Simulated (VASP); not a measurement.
A run of VASP 6.6.1 is set up as follows.

File INCAR:

```
PREC     = Accurate       # precision mode
ENCUT    = 520            # plane-wave cutoff, eV
EDIFF    = 1E-6           # SCF threshold, eV
ISMEAR   = -1             # smearing method
SIGMA    = 0.02           # smearing width, eV
LREAL    = F              # projectors in reciprocal space
LASPH    = T              # aspherical terms in the spheres
NELM     = 60             # most SCF steps
ALGO     = Normal         # electronic algorithm
ISIF     = 2              # what is computed and relaxed
LWAVE    = F              # write WAVECAR
LCHARG   = F              # write CHGCAR
GGA      = PE             # functional
NBANDS   = 36             # bands
```

File KPOINTS:

```
Automatic mesh
0
Gamma
  6 6 4
```

File POSCAR:

```
InGaBi2
1.0
    4.6435523640      0.0000000000      0.0000000000
    0.0000000000      4.6435523640      0.0000000000
    0.0000000000      0.0000000000      6.5464243985
Ga Bi In
1 2 1
Direct
    0.0000000000      0.0000000000      0.0000000000
    0.0000000000      0.5000000000      0.2336983547
    0.5000000000      0.0000000000      0.7663016453
    0.5000000000      0.5000000000      0.5000000000
```

Potentials or basis: VASP PAW PBE potentials, release 64 (Ga_d, Bi_d, In_d).

Command:

```sh
$ cat potpaw_PBE.64/Ga_d/POTCAR potpaw_PBE.64/Bi_d/POTCAR potpaw_PBE.64/In_d/POTCAR > POTCAR
$ mpirun -np 1 vasp_std > vasp.out
```

**Question.** Predict the band gap on the k mesh.

**Answer.** Zero (bands 28 and 29 overlap by 0.49 eV).

**Question.** Estimate the pressure.

**Answer.** 1.6 GPa.

**Question.** Estimate the largest force.

**Answer.** 0.014 eV/Å.

Forces on the atoms (eV/Å):
```
Ga   0.000  0.000  0.000
Bi   0.000  0.000 -0.014
Bi   0.000  0.000  0.014
In   0.000  0.000  0.000
```

Caveat: spin-orbit coupling is left out, which moves the levels of the heavy elements.
